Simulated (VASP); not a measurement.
# B: relaxation of cell and atoms with BLYP

The system is B.

```xyz
1
Lattice="-1.1789 1.1789 1.1789 1.1789 -1.1789 1.1789 1.1789 1.1789 -1.1789" Properties=species:S:1:pos:R:3 pbc="T T T"
B     0.0000    0.0000    0.0000
```

- Program: VASP 6.6.1
- Task: relaxation of cell and atoms
- Functional: BLYP
- Potentials or basis: VASP PAW PBE potentials, release 64 (B)
- Cutoff: 600 eV
- k mesh: 18 × 18 × 18
- Occupations: fermi-dirac, width 0.1 eV
- Spin: no spin polarisation
- Dipole correction: no
- Further INCAR settings: ALGO = Normal; EDIFF = 1e-06; IBRION = 2; EDIFFG = -0.01; NSW = 80; ISIF = 3

* Relaxed volume: 6.45 Å³/atom
* Relaxed cell: a = 2.031 Å, b = 2.031 Å, c = 2.031 Å, α = 109.47°, β = 109.47°, γ = 109.47°
* Space group after relaxing (to 0.05 Å): Im-3m (No. 229)
* Energy gained by relaxing: 0.9 meV/atom
* Ionic steps: 2
* Pressure after relaxing: 0.0 GPa

Step by step:
```tsv
step	energy change (eV)	largest force (eV/Å)	pressure (GPa)	volume (Å³)
1	0.0000	0.0000	-2.72	6.55
2	-0.0009	0.0000	-0.05	6.45
```

Final structure:
```yaml
crystal:
  lattice:
    - [-1.17258, 1.17258, 1.17258]
    - [1.17258, -1.17258, 1.17258]
    - [1.17258, 1.17258, -1.17258]
  atoms:
    - { symbol: B, position: [0.00000, 0.00000, 0.00000] }
```

Levels at points of the mesh, in eV from the Fermi level:
| k point | band 1 | band 2 | band 3 | band 4 | band 5 |
| --- | --- | --- | --- | --- | --- |
| (0.00, 0.00, 0.00) | -17.86 | 14.45 | 14.45 | 14.45 | 33.00 |
| (0.50, 0.00, 0.00) | -8.60 | -4.50 | 8.09 | 11.94 | 21.96 |
| (0.50, 0.50, 0.50) | 0.33 | 0.33 | 0.33 | 10.24 | 10.64 |

Run time: 19 s on 1 thread of AMD EPYC 7R43 64-Core Processor (Zen 3), on a shared host, peak memory 0.08 GiB.

Caveat: the PAW data sets were made with another functional, which shifts forces and pressure a little.
